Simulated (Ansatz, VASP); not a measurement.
## Two plane-wave programs on Ti3IrO8

```xyz
12
Lattice="4.5922 0.0000 0.0000 0.0000 4.5922 0.0000 0.0000 0.0000 5.9148" Properties=species:S:1:pos:R:3 pbc="T T T"
Ir    0.0084    0.0051    5.9112
Ti    0.0111    0.0076    2.9554
Ti    2.2879    2.3215    1.4946
Ti    2.3223    2.2839    4.4150
O     1.4027    1.3997    5.9103
O     1.4059    1.4017    2.9529
O     0.9312    3.6741    1.5256
O     0.9183    3.6865    4.4136
O     3.2068    3.2009    5.9104
O     3.2040    3.1987    2.9531
O     3.6900    0.9123    1.4931
O     3.6765    0.9272    4.3820
```

Alike in both runs: task single point; functional PBEsol; k mesh 4 × 4 × 3; occupations gaussian, width 0.05 eV; no spin polarisation; Hubbard terms Ir d U = 2.0 eV.

|  | VASP | Ansatz |
| --- | --- | --- |
| version | VASP 6.6.1 | Ansatz 0.2.0 |
| potentials or method | VASP PAW PBE potentials, release 64 (Ir, Ti_sv, O), cutoff 520 eV | scalar-relativistic, plane waves, PAW |
| valence electrons in the cell | 93 | 101 |

|  | VASP | Ansatz | Ansatz less VASP |
| --- | --- | --- | --- |
| gap on the k mesh at the Fermi level (eV) | none | none | - |
| pressure (GPa) | 1.9 | 1.3 | -0.56 |
| traceless stress, the component that is largest in VASP (GPa) | -3.61 | -3.62 | -0.005 |
| rms of the force components (eV/Å) | 0.144 | 0.133 | -0.0113 |

VASP's potentials were made for PBE, not for PBEsol. The programs project onto different local orbitals, so the same U acts differently, and such runs can settle in different states. Atom by atom the forces differ by 0.013 eV/Å (rms over components). A gap of «none» marks a metal or a gap that the smearing closes. VASP's potentials hold 93 valence electrons a cell and Ansatz's 101, so a difference there can come from the potentials and not from the codes. Ansatz's warnings: filled band counts differ across k points.

Spin-orbit coupling is off throughout.
